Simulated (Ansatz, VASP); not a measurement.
**Fe: VASP beside Ansatz**

INCAR

```
PREC = Accurate
ENCUT = 600
EDIFF = 1E-6
ISMEAR = -1
SIGMA = 0.05
LREAL = False
LASPH = True
NELM = 150
ALGO = Fast
ISIF = 3
LWAVE = False
LCHARG = False
ISPIN = 2
MAGMOM = 3
LORBIT = 11
LMAXMIX = 4
GGA = RP
IBRION = 2
NSW = 60
EDIFFG = -0.01
```

KPOINTS

```
Automatic mesh
0
Gamma
  13 13 13
```

The input POSCAR:

```
Fe
1.0
    0.0000000000      1.9417396906      1.9651051623
    1.4984397099      0.0000000000      1.9651051623
    1.4984397099      1.9417396906      0.0000000000
Fe
1
Direct
    0.0000000000      0.0000000000      0.0000000000
```

The input input.yaml:

```yaml
crystal:
  lattice:
    - [0.0, 1.9417396906, 1.9651051623]
    - [1.4984397099, 0.0, 1.9651051623]
    - [1.4984397099, 1.9417396906, 0.0]
  atoms:
    - { symbol: Fe, position: [0.0, 0.0, 0.0], spin: 3.0 }
hamiltonian:
  xc: rpbe
  pseudopotentials: { kind: paw }
magnetization:
  spin_polarized: true
kpoints:
  mp_grid: { grid: [13, 13, 13] }
scf:
  occupations: { method: fermi_dirac, width: 0.05 }
output:
  forces: true
  stress: true
  eigenvalues: true
relax:
  f_tol: 0.01
  max_steps: 40
  cell: { stress_tol: 0.05 }
```

Alike in both runs: task relaxation of cell and atoms; functional RPBE; k mesh 13 × 13 × 13; occupations fermi-dirac, width 0.05 eV; collinear spin.

|  | VASP | Ansatz |
| --- | --- | --- |
| version | VASP 6.6.1 | Ansatz 0.2.0 |
| potentials or method | VASP PAW PBE potentials, release 64 (Fe) | Ansatz PAW |
| plane-wave cutoff (eV) | 600 | 420 |
| valence electrons in the cell | 8 | 16 |

|  | VASP | Ansatz | Ansatz less VASP |
| --- | --- | --- | --- |
| gap on the k mesh at the Fermi level, each at its own relaxed structure (eV) | none | none | - |
| net moment per atom (μB) | 2.25 | 2.21 | -0.043 |
| size of the moment on the site where the two differ most (μB) | 2.26 | 2.27 | +0.012 |
| relaxed volume (Å³/atom) | 11.72 | 11.69 | -0.028 |
| relaxed length of the cell vector where the two differ most in proportion (Å) | 2.862 | 2.860 | -0.0026 |

VASP's potentials were made for PBE, not for RPBE. Site moments also hang on the region over which each program counts them. A gap of «none» marks a metal or a gap that the smearing closes. VASP's potentials hold 8 valence electrons a cell and Ansatz's 16, so a difference there can come from the potentials and not from the codes.

Noted on Ansatz's run: the plane-wave basis is chosen anew once the cell has moved, so the energies of steps on either side of that aren't comparable.
